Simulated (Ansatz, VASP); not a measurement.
**Two plane-wave programs on AlRu**

File INCAR:

```
PREC     = Accurate       # precision mode
ENCUT    = 520            # plane-wave cutoff, eV
EDIFF    = 1E-7           # SCF threshold, eV
ISMEAR   = 0              # smearing method
SIGMA    = 0.15           # smearing width, eV
LREAL    = F              # projectors in reciprocal space
LASPH    = T              # aspherical terms in the spheres
NELM     = 80             # most SCF steps
ALGO     = Fast           # electronic algorithm
ISIF     = 2              # what is computed and relaxed
LWAVE    = F              # write WAVECAR
LCHARG   = F              # write CHGCAR
GGA      = PE             # functional
NBANDS   = 16             # bands
```

File KPOINTS:

```
regular mesh
0
Gamma
  20 20 20
```

POSCAR

```
AlRu
1.0
    2.9139621829      0.0000000000      0.0000000000
    0.0000000000      2.9139621829      0.0000000000
    0.0000000000      0.0000000000      3.0491459955
Al Ru
1 1
Direct
    0.0000000000      0.0000000000      0.0000000000
    0.5000000000      0.5000000000      0.5000000000
```

Input for Ansatz:

```yaml
crystal:
  lattice:
    - [2.9139621829, 0.0, 0.0]
    - [0.0, 2.9139621829, 0.0]
    - [0.0, 0.0, 3.0491459955]
  atoms:
    - { symbol: Al, position: [0.0, 0.0, 0.0] }
    - { symbol: Ru, position: [0.5, 0.5, 0.5] }
basis:
  ecutwfc: 420
kpoints:
  mp_grid: { grid: [20, 20, 20] }
hamiltonian:
  xc: pbe
scf:
  occupations: { method: gaussian, width: 0.15 }
output:
  forces: true
  stress: true
  eigenvalues: true
  write_density: true
  write_potential: true
  elf: true
  volumetric_format: npy
```

Change from the starting cell: strain -0.030 along x and y, +0.015 along z, atoms carried along.

Alike in both runs: task single point; functional PBE; k mesh 20 × 20 × 20; occupations gaussian, width 0.15 eV; no spin polarisation.

```csv
,VASP,Ansatz
version,VASP 6.6.1,Ansatz 0.2.0
potentials or method,"VASP PAW PBE potentials, release 64 (Al, Ru_pv), cutoff 520 eV","scalar-relativistic, plane waves, PAW"
valence electrons in the cell,17,19
```

|  | VASP | Ansatz | Ansatz less VASP |
| --- | --- | --- | --- |
| gap on the k mesh at the Fermi level (eV) | none | none | - |
| pressure (GPa) | 10.6 | 10.6 | +0.02 |
| traceless stress, the component that is largest in VASP (GPa) | -5.60 | -5.59 | +0.010 |

A gap of «none» marks a metal or a gap that the smearing closes. With one functional, cell and mesh, what is left measures potentials, basis and numerics. VASP's potentials hold 17 valence electrons a cell and Ansatz's 19, so a difference there can come from the potentials and not from the codes.
